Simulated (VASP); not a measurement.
# Bi (Im-3m) in VASP: a series of runs

Bi is run at these levels: PBEsol; tasks: single point, relaxation of cell and atoms.

All numbers are computed with VASP 6.6.1; they aren't measurements. Logs are shortened: lines on timing, memory, paths and dates and some standing lists are left out, and cuts for length are marked.

## 1. The cell of the first run

The structure is cubic, space group Im-3m (No. 229). The conventional cell has a = 3.754 Å, b = 3.754 Å, c = 3.754 Å, α = 90.00°, β = 90.00°, γ = 90.00°. Within 4.3 Å of Bi (site symmetry m-3m) lie 14 Bi at 3.25 to 3.75 Å.

## 2. Single point, PBEsol

INCAR

```
PREC = Accurate
ENCUT = 520
EDIFF = 1E-6
ISMEAR = 0
SIGMA = 0.1
LREAL = F
LASPH = T
NELM = 100
ALGO = Normal
ISIF = 2
LWAVE = F
LCHARG = F
GGA = PS
NBANDS = 14
```

KPOINTS

```
Automatic mesh
0
Gamma
  22 22 22
```

POSCAR

```
Bi
1.0
   -1.8767713151      1.8767713151      1.8767713151
    1.8767713151     -1.8767713151      1.8767713151
    1.8767713151      1.8767713151     -1.8767713151
Bi
1
Direct
    0.0000000000      0.0000000000      0.0000000000
```

Potentials or basis: VASP PAW PBE potentials, release 64 (Bi_d).

On the command line:

```console
$ cat potpaw_PBE.64/Bi_d/POTCAR > POTCAR
$ mpirun -np 1 vasp_std > vasp.out
```

OUTCAR:

```text
PREC = Accurate
   ENCUT = 520
   EDIFF = 1E-6
   ISMEAR = 0
   LREAL = F
   LASPH = T
   NELM = 100
   ISIF = 2
   GGA = PS

 ion  position               nearest neighbor table
   1  0.000  0.000  0.000-

  LATTYP: Found a body centered cubic cell.
 ALAT       =     3.7535426302

  Lattice vectors:

 A1 = (  -1.8767713151,   1.8767713151,   1.8767713151)
 A2 = (   1.8767713151,  -1.8767713151,   1.8767713151)
 A3 = (   1.8767713151,   1.8767713151,  -1.8767713151)

Analysis of symmetry for initial positions (statically):
=====================================================================
 Subroutine PRICEL returns:
 Original cell was already a primitive cell.

 Routine SETGRP: Setting up the symmetry group for a
 body centered cubic supercell.

 Subroutine GETGRP returns: Found 48 space group operations
 (whereof 48 operations were pure point group operations)
 out of a pool of 48 trial point group operations.

The static configuration has the point symmetry O_h .

Analysis of symmetry for dynamics (positions and initial velocities):
=====================================================================
 Subroutine PRICEL returns:
 Original cell was already a primitive cell.

 Routine SETGRP: Setting up the symmetry group for a
 body centered cubic supercell.

 Subroutine GETGRP returns: Found 48 space group operations
 (whereof 48 operations were pure point group operations)
 out of a pool of 48 trial point group operations.

The dynamic configuration has the point symmetry O_h .

 Subroutine INISYM returns: Found 48 space group operations
 (whereof 48 operations are pure point group operations),
 and found     1 'primitive' translations

----------------------------------------------------------------------------------------

                                     Primitive cell

  volume of cell :      26.4420

  direct lattice vectors                    reciprocal lattice vectors
    -1.876771315  1.876771315  1.876771315     0.000000000  0.266414984  0.266414984
     1.876771315 -1.876771315  1.876771315     0.266414984  0.000000000  0.266414984
     1.876771315  1.876771315 -1.876771315     0.266414984  0.266414984  0.000000000

  length of vectors
     3.250663272  3.250663272  3.250663272     0.376767684  0.376767684  0.376767684

  position of ions in fractional coordinates (direct lattice)
     0.000000000  0.000000000  0.000000000

  ion indices of the primitive-cell ions
   primitive index   ion index
                 1           1

----------------------------------------------------------------------------------------

 KPOINTS: Automatic mesh

Automatic generation of k-mesh.
 Grid dimensions read from file:
 generate k-points for:   22   22   22

 Generating k-lattice:

  Cartesian coordinates                     Fractional coordinates (reciprocal lattice)
     0.000000000  0.012109772  0.012109772     0.045454545  0.000000000  0.000000000
     0.012109772  0.000000000  0.012109772     0.000000000  0.045454545  0.000000000
     0.012109772  0.012109772  0.000000000     0.000000000  0.000000000  0.045454545

  Length of vectors
     0.017125804  0.017125804  0.017125804

  Shift w.r.t. Gamma in fractional coordinates (k-lattice)
     0.000000000  0.000000000  0.000000000

 Subroutine IBZKPT returns following result:
 ===========================================

 Found    328 irreducible k-points:

 Following reciprocal coordinates:
            Coordinates               Weight
  0.000000  0.000000  0.000000      1.000000
  0.045455  0.000000  0.000000     12.000000
  0.090909  0.000000  0.000000     12.000000
  0.136364  0.000000  0.000000     12.000000
  0.181818  0.000000  0.000000     12.000000
  0.227273  0.000000  0.000000     12.000000
[... 16 lines left out ...]
  0.090909  0.090909  0.000000     24.000000
  0.136364  0.090909  0.000000     48.000000
 [... further k-points ...]
   k-points           NKPTS =    328   k-points in BZ     NKDIM =    328   number of bands    NBANDS=     14
   number of dos      NEDOS =    301   number of ions     NIONS =      1
   total plane-waves  NPLWV =  13824
   dimension x,y,z NGX =    24 NGY =   24 NGZ =   24
   dimension x,y,z NGXF=    48 NGYF=   48 NGZF=   48
   ions per type =               1
   NGX,Y,Z   is equivalent  to a cutoff of  12.27, 12.27, 12.27 a.u.
   NGXF,Y,Z  is equivalent  to a cutoff of  24.55, 24.55, 24.55 a.u.
 SYSTEM =  unknown system
   PREC   = accura    normal or accurate (medium, high low for compatibility)
   ISTART =      0    job   : 0-new  1-cont  2-samecut
   ICHARG =      2    charge: 1-file 2-atom 10-const
   ISPIN  =      1    spin polarized calculation?
   LNONCOLLINEAR =      F non collinear calculations
   LSORBIT =      F    spin-orbit coupling
   LASPH  =      T    aspherical Exc in radial PAW
   ENCUT  =  520.0 eV  38.22 Ry    6.18 a.u.   6.04  6.04  6.04*2*pi/ulx,y,z
   NELM   =    100;   NELMIN=  2; NELMDL= -5     # of ELM steps
   EDIFF  = 0.1E-05   stopping-criterion for ELM
   LREAL  =      F    real-space projection
   EDIFFG = 0.1E-04   stopping-criterion for IOM
   NSW    =      0    number of steps for IOM
   IBRION =     -1    ionic relax: 0-MD 1-quasi-New 2-CG
   NFREE  =      0    steps in history (QN), initial steepest desc. (CG)
   ISIF   =      2    stress and relaxation
   ISYM   =      2    0-nonsym 1-usesym 2-fastsym
   POTIM  = 0.5000    time-step for ionic-motion
   TEBEG  =    0.0;   TEEND  =   0.0 temperature during run
   PSTRESS=    0.0 pullay stress
   NELECT =      15.0000    total number of electrons
   NUPDOWN=      -1.0000    fix difference up-down
   EMIN   =  10.00;   EMAX   =-10.00  energy-range for DOS
   EFERMI =   0.00;   METHOD = LEGACY
   ISMEAR =     0;   SIGMA  =   0.10  broadening in eV -4-tet -1-fermi 0-gaus
   EFERMI_NEDOS =   21; number of points for ismear=-14 and -15
   IALGO  =     38    algorithm
   IMIX   =      4    mixing-type and parameters
     AMIX     =   0.40;   BMIX     =  1.00
     AMIX_MAG =   1.60;   BMIX_MAG =  1.00
  volume/ion in A,a.u.               =      26.44       178.44
  Fermi-wavevector in a.u.,A,eV,Ry     =   1.355212  2.560979 24.988453  1.836599
  Thomas-Fermi vector in A             =   2.482319
   LORBIT       =      0    0 simple, 1 ext, 2 COOP (PROOUT), +10 PAW based schemes
   GGA     = PS    functional components
   LHFCALC =     F    Hartree Fock is set to
   AEXX    =    0.0000 exact exchange contribution
   IVDW    =     0    specifies the selected vdW correction
   LEPSILON=     F    determine dielectric tensor
   LRPA    =     F    only Hartree local field effects (RPA)
 non-spin polarized calculation
 Gauss-broadening in eV      SIGMA  =   0.10
  energy-cutoff  :      520.00
  volume of cell :       26.44
 maximum number of plane-waves:       726
   NGX = 13   NGY = 13   NGZ = 13

 number of electron      14.9999992 magnetization

 Free energy of the ion-electron system (eV)
  ---------------------------------------------------
  ext. energy  EPLUGINS =         0.00000000
  ---------------------------------------------------
  free energy    TOTEN  =        -4.12204461 eV

  energy without entropy =       -4.11999777  energy(sigma->0) =       -4.12102119

 E-fermi :   9.9596     XC(G=0): -11.2404

 val. band max:        9.9414502909   @ k =   0.1818   0.0455   0.0455
 cond. band min:       9.9676060388   @ k =   0.1818   0.1818   0.0909
 fundamental gap:      0.0261557479
 Fermi energy:         9.9595989378

 k-point     1 :       0.0000    0.0000    0.0000
  band No.  band energies     occupation
      1     -13.1872      2.00000
      2     -13.1872      2.00000
      3     -13.1872      2.00000
      4     -12.9676      2.00000
      5     -12.9676      2.00000
      6      -4.8603      2.00000
      7      16.3388      0.00000
      8      16.3388      0.00000
      9      16.3388      0.00000
     10      20.4052      0.00000
     11      20.4052      0.00000
     12      20.4052      0.00000
     13      21.3715      0.00000
     14      22.7664      0.00000

 k-point     2 :       0.0455    0.0000    0.0000
  band No.  band energies     occupation
      1     -13.1887      2.00000
      2     -13.1850      2.00000
      3     -13.1802      2.00000
      4     -12.9693      2.00000
      5     -12.9678      2.00000
      6      -4.8147      2.00000
      7      15.8179      0.00000
      8      16.1741      0.00000
      9      16.2819      0.00000
     10      20.0321      0.00000
     11      20.2631      0.00000
     12      20.3494      0.00000
     13      21.7111      0.00000
     14      22.9758      0.00000

 k-point     3 :       0.0909    0.0000    0.0000
  band No.  band energies     occupation
      1     -13.1930      2.00000
      2     -13.1789      2.00000
      3     -13.1598      2.00000
      4     -12.9742      2.00000
      5     -12.9684      2.00000
      6      -4.6777      2.00000
      7      14.6032      0.00000
      8      15.7395      0.00000
      9      16.1121      0.00000
     10      19.3812      0.00000
     11      19.9388      0.00000
     12      20.2639      0.00000
     13      22.2922      0.00000
     14      23.5208      0.00000
[... 324 lines left out ...]
 k-point    23 :       0.0909    0.0909    0.0000
  band No.  band energies     occupation
      1     -13.1946      2.00000
      2     -13.1756      2.00000
      3     -13.1072      2.00000
      4     -12.9852      2.00000
      5     -12.9700      2.00000
      6      -4.3134      2.00000
      7      12.5987      0.00000
      8      14.5788      0.00000
      9      15.4106      0.00000
     10      19.2057      0.00000
     11      19.2682      0.00000
     12      20.5608      0.00000
     13      22.7136      0.00000
     14      23.6503      0.00000

 k-point    24 :       0.1364    0.0909    0.0000
  band No.  band energies     occupation
      1     -13.2005      2.00000
      2     -13.1673      2.00000
      3     -13.0684      2.00000
      4     -12.9924      2.00000
      5     -12.9713      2.00000
      6      -3.9967      2.00000
      7      11.3040      0.00000
      8      13.7550      0.00000
      9      15.0058      0.00000
     10      18.8315      0.00000
     11      19.3701      0.00000
     12      20.6051      0.00000
     13      23.1711      0.00000
     14      23.9717      0.00000

 [... further k-points ...]

------------------------ aborting loop because EDIFF is reached ----------------------------------------

  FORCE on cell =-STRESS in cart. coord.  units (eV):
  Direction    XX          YY          ZZ          XY          YZ          ZX
  --------------------------------------------------------------------------------------
  -------------------------------------------------------------------------------------
  Total        1.6564178      1.6564178      1.6564178      0.0000000      0.0000000     -0.0000000
  in kB      100.3659544    100.3659544    100.3659544      0.0000000      0.0000000     -0.0000000
  external PRESSURE =     100.3659544 kB  Pullay stress =       0.0000000 kB

 VOLUME and BASIS-vectors are now :
 -----------------------------------------------------------------------------
  energy-cutoff  :      520.00
  volume of cell :       26.44
      direct lattice vectors                 reciprocal lattice vectors
    -1.876771315  1.876771315  1.876771315     0.000000000  0.266414984  0.266414984
     1.876771315 -1.876771315  1.876771315     0.266414984  0.000000000  0.266414984
     1.876771315  1.876771315 -1.876771315     0.266414984  0.266414984  0.000000000

 POSITION                                       TOTAL-FORCE (eV/Angst)
 -----------------------------------------------------------------------------------
      0.00000      0.00000      0.00000         0.000000     -0.000000      0.000000
 -----------------------------------------------------------------------------------
    total drift:                               -0.000000     -0.000000      0.000000

  FREE ENERGIE OF THE ION-ELECTRON SYSTEM (eV)
  ---------------------------------------------------
  free  energy   TOTEN  =        -4.1220446125 eV

  energy  without entropy=       -4.1199977697  energy(sigma->0) =       -4.12102119
```

It took 30 s on 1 thread of AMD EPYC 9R45 (Zen 5), shared host; peak memory 0.19 GiB.

Results:

- Free energy: -4.1220 eV
- Pressure: 10.0 GPa

Caveat: the PAW data sets were made with another functional, which shifts forces and pressure a little; spin-orbit coupling is left out, which moves the levels of the heavy elements.

## 3. Relaxation of cell and atoms, PBEsol, target pressure 10.1 GPa, at which the enthalpy is minimised

INCAR

```
  ALGO = Normal
  EDIFF = 1E-6
  EDIFFG = -0.002
  ENCUT = 600
  GGA = PS
  IBRION = 2
  ISIF = 3
  ISMEAR = 0
  LASPH = True
  LCHARG = False
  LREAL = False
  LWAVE = False
  NELM = 100
  NSW = 100
  PREC = Accurate
  PSTRESS = 101.0
  SIGMA = 0.1
```

KPOINTS

```
k-points
0
Gamma
  22 22 22
```

POSCAR is that of step 2.

Potentials or basis: VASP PAW PBE potentials, release 64 (Bi_d).

On the command line:

```console
$ cat potpaw_PBE.64/Bi_d/POTCAR > POTCAR
$ mpirun -np 1 vasp_std > vasp.out
```

It took 40 s on 1 thread of AMD EPYC 9R45 (Zen 5), shared host; peak memory 0.22 GiB.

Results (log left out):

| Quantity | Value |
| --- | --- |
| Free energy | -4.1223 eV |
| Pressure after relaxing | 10.1 GPa |

Final structure:
```
Bi
1.0
    -1.87677    1.87677    1.87677
     1.87677   -1.87677    1.87677
     1.87677    1.87677   -1.87677
Bi
1
Cartesian
  0.0000 0.0000 0.0000
```

Levels at points of the mesh, in eV from the Fermi level:
```csv
k point,band 5,band 6,band 7,band 8,band 9,band 10,band 11
"(0.00, 0.00, 0.00)",-22.93,-14.82,6.38,6.38,6.38,10.45,10.45
"(0.50, 0.00, 0.00)",-22.79,-10.75,-6.13,1.88,3.85,6.60,8.02
"(0.50, 0.50, 0.50)",-22.82,-7.82,-2.22,-2.22,-2.22,3.35,3.35
```

Caveat: the relaxation stopped at its first step, so nothing moved; the cell is relaxed towards a set pressure, so the enthalpy falls and the energy may rise; the PAW data sets were made with another functional, which shifts forces and pressure a little; spin-orbit coupling is left out, which moves the levels of the heavy elements.

## 4. Relaxation of cell and atoms, PBEsol, target pressure 10.1 GPa, at which the enthalpy is minimised

This run uses another cell than the first one, of 31.12 Å³/atom, 1.177 times its volume.

INCAR

```
ALGO     = Normal         # electronic algorithm
EDIFF    = 1E-7           # SCF threshold, eV
EDIFFG   = -0.002         # ionic threshold
ENCUT    = 600            # plane-wave cutoff, eV
GGA      = PS             # functional
IBRION   = 2              # ionic algorithm
ISIF     = 3              # what is computed and relaxed
ISMEAR   = 0              # smearing method
LASPH    = T              # aspherical terms in the spheres
LCHARG   = F              # write CHGCAR
LREAL    = F              # projectors in reciprocal space
LWAVE    = F              # write WAVECAR
NELM     = 100            # most SCF steps
NSW      = 100            # ionic steps
PREC     = Accurate       # precision mode
PSTRESS  = 101.0        
SIGMA    = 0.1            # smearing width, eV
```

KPOINTS is that of step 3.

POSCAR

```
Bi
1.0
   -1.9814305318      1.9814305318      1.9814305318
    1.9814305318     -1.9814305318      1.9814305318
    1.9814305318      1.9814305318     -1.9814305318
Bi
1
Direct
    0.0000000000      0.0000000000      0.0000000000
```

On the command line:

```console
$ cat potpaw_PBE.64/Bi_d/POTCAR > POTCAR
$ mpirun -np 1 vasp_std > vasp.out
```

It took 6 min on 1 thread of AMD EPYC 9R45 (Zen 5), shared host; peak memory 0.25 GiB.

It converged, with:

| Item | Value |
| --- | --- |
| Free energy | -4.1232 eV |
| Relaxed volume | 26.45 Å³/atom |
| Relaxed cell | a = 3.251 Å, b = 3.251 Å, c = 3.251 Å, α = 109.47°, β = 109.47°, γ = 109.47° |
| Space group after relaxing (to 0.05 Å) | Im-3m (No. 229) |
| Energy change on relaxing (the enthalpy is what falls) | +91.2 meV/atom |
| Ionic steps | 7 |
| Pressure after relaxing | 10.1 GPa |

The path:
| step | energy change (eV) | largest force (eV/Å) | pressure (GPa) | volume (Å³) |
| --- | --- | --- | --- | --- |
| 1 | 0.0000 | 0.0000 | -2.05 | 31.12 |
| 2 | 0.7956 | 0.0000 | 42.27 | 21.65 |
| 3 | 0.0794 | 0.0000 | 9.35 | 26.64 |
| 4 | 0.0884 | 0.0000 | 9.92 | 26.49 |
| 5 | 0.0939 | 0.0000 | 10.27 | 26.41 |
| 6 | 0.0879 | 0.0000 | 9.90 | 26.50 |
| 7 | 0.0912 | 0.0000 | 10.10 | 26.45 |

Final structure:
```xyz
1
Lattice="-1.8770 1.8770 1.8770 1.8770 -1.8770 1.8770 1.8770 1.8770 -1.8770" Properties=species:S:1:pos:R:3 pbc="T T T"
Bi    0.0000    0.0000    0.0000
```

Levels at points of the mesh, in eV from the Fermi level:
| k point | band 5 | band 6 | band 7 | band 8 | band 9 | band 10 | band 11 |
| --- | --- | --- | --- | --- | --- | --- | --- |
| (0.00, 0.00, 0.00) | -22.93 | -14.82 | 6.38 | 6.38 | 6.38 | 10.45 | 10.45 |
| (0.50, 0.00, 0.00) | -22.79 | -10.75 | -6.13 | 1.88 | 3.85 | 6.60 | 8.01 |
| (0.50, 0.50, 0.50) | -22.82 | -7.82 | -2.22 | -2.22 | -2.22 | 3.35 | 3.35 |

Caveat: the cell is relaxed towards a set pressure, so the enthalpy falls and the energy may rise; the PAW data sets were made with another functional, which shifts forces and pressure a little; spin-orbit coupling is left out, which moves the levels of the heavy elements.

## 5. The runs side by side

```csv
task,cell,cutoff (eV),gap on the mesh (eV),pressure (GPa)
single point,"a = 3.251 Å, angles 109.5°, 1 atom",520,none,10.0
relaxation of cell and atoms,"relaxed to 10.1 GPa from a = 3.251 Å, angles 109.5°, 1 atom",600,none,10.1
relaxation of cell and atoms,"relaxed to 10.1 GPa from a = 3.432 Å, angles 109.5°, 1 atom",600,none,10.1
```

Alike in all rows: level PBEsol; potentials or basis VASP PAW PBE potentials, release 64 (Bi_d); no spin polarisation; k mesh 22 × 22 × 22; smearing gaussian 0.1 eV.

Caveats: the PAW data sets were made with another functional, which shifts forces and pressure a little; spin-orbit coupling is left out, which moves the levels of the heavy elements; the cell is relaxed towards a set pressure, so the enthalpy falls and the energy may rise (some runs); the relaxation stopped at its first step, so nothing moved (some runs).

Total energies depend on the potentials used, so only differences within one code and one set of settings carry meaning.
